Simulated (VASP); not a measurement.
A run of VASP 6.6.1 is set up as follows.

Contents of INCAR:

```
SYSTEM = ZrS2
ALGO     = Normal         ! electronic algorithm
EDIFF    = 1E-6           ! SCF threshold, eV
ENCUT    = 500            ! plane-wave cutoff, eV
GGA      = PS             ! functional
GGA_COMPAT= .False.      
ISIF     = 2              ! what is computed and relaxed
ISMEAR   = 0              ! smearing method
LASPH    = .True.         ! aspherical terms in the spheres
LCHARG   = .False.        ! write CHGCAR
LREAL    = .False.        ! projectors in reciprocal space
LWAVE    = .False.        ! write WAVECAR
NBANDS   = 19             ! bands
NELM     = 120            ! most SCF steps
PREC     = Accurate       ! precision mode
SIGMA    = 0.02           ! smearing width, eV
```

KPOINTS

```
k-points
0
Gamma
  6 6 2
  0 0 0
```

File POSCAR:

```
ZrS2
1.0
    3.6281899747     -0.0000000028      0.0000000000
   -1.8140949849      3.1421046892      0.0000000000
    0.0000000000      0.0000000000      5.8856930528
Zr S
1 2
Direct
    0.0000000000      0.0000000000      0.0000000000
    0.6666666667      0.3333333333      0.7531546517
    0.3333333333      0.6666666667      0.2468453483
```

Potentials or basis: VASP PAW PBE potentials, release 64 (Zr_sv, S).

Run with:

```console
$ cat potpaw_PBE.64/Zr_sv/POTCAR potpaw_PBE.64/S/POTCAR > POTCAR
$ mpirun -np 1 vasp_std > vasp.out
```

**Question.** Predict the pressure.

**Answer.** 0.2 GPa.

**Question.** What does it give for the band gap on the k mesh?

**Answer.** 0.78 eV, indirect (least direct gap 1.54 eV).

Forces on the atoms (eV/Å):
```
Zr   0.000  0.000  0.000
S    0.000  0.000  0.004
S    0.000  0.000 -0.004
```

Caveat: the k points lie up to 0.53 Å⁻¹ apart; the PAW data sets were made with another functional, which shifts forces and pressure a little; this functional lacks dispersion, which binds the layers, so the pressure and a relaxed spacing across them are unreliable. A k mesh can miss the band edges.
